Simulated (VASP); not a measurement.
Write the native input for VASP 6.6.1 that does the following.

* Task: single point
* Functional: LDA
* Potentials or basis: VASP PAW LDA potentials, release 64 (Hf_pv, O)
* Cutoff: 520 eV
* k mesh: 4 × 4 × 6
* Occupations: fermi-dirac, width 0.05 eV
* Spin: no spin polarisation
* Dipole correction: no
* Further INCAR settings: ALGO = Normal; EDIFF = 1e-07; NBANDS = 31

The structure of HfO2 lies in POSCAR:

```
HfO2
1.0
    4.7484772819      0.0000000000      0.0000000000
    0.0000000000      4.7484772819      0.0000000000
    0.0000000000      0.0000000000      3.1620932705
Hf O
2 4
Direct
    0.0000000000      0.0000000000      0.0000000000
    0.5000000000      0.5000000000      0.5000000000
    0.1949550000      0.8050450000      0.5000000000
    0.3050450000      0.3050450000      0.0000000000
    0.6949550000      0.6949550000      0.0000000000
    0.8050450000      0.1949550000      0.5000000000
```

One way to write it, as run:

INCAR

```
PREC = Accurate ; ENCUT = 520
EDIFF = 1E-7 ; ISMEAR = -1
SIGMA = 0.05 ; LREAL = False
LASPH = True ; NELM = 100
ALGO = Normal ; ISIF = 2
LWAVE = False ; LCHARG = True
LELF = True ; LVHAR = True
NBANDS = 31
```

KPOINTS

```
regular mesh
0
Gamma
  4 4 6
```

Potentials or basis: VASP PAW LDA potentials, release 64 (Hf_pv, O).

The run is started by

```sh
$ cat potpaw_LDA.64/Hf_pv/POTCAR potpaw_LDA.64/O/POTCAR > POTCAR
$ mpirun -np 1 vasp_std > vasp.out
```

It gave:

```
Pressure               : 4.1 GPa
Largest force          : 0.059 eV/Å
Band gap on the k mesh : 3.93 eV, direct
```

Caveat: spin-orbit coupling is left out, which moves the levels of the heavy elements.

It took 16 s on 1 thread of Intel(R) Xeon(R) 6975P-C (Granite Rapids), on a shared host, peak memory 0.17 GiB.
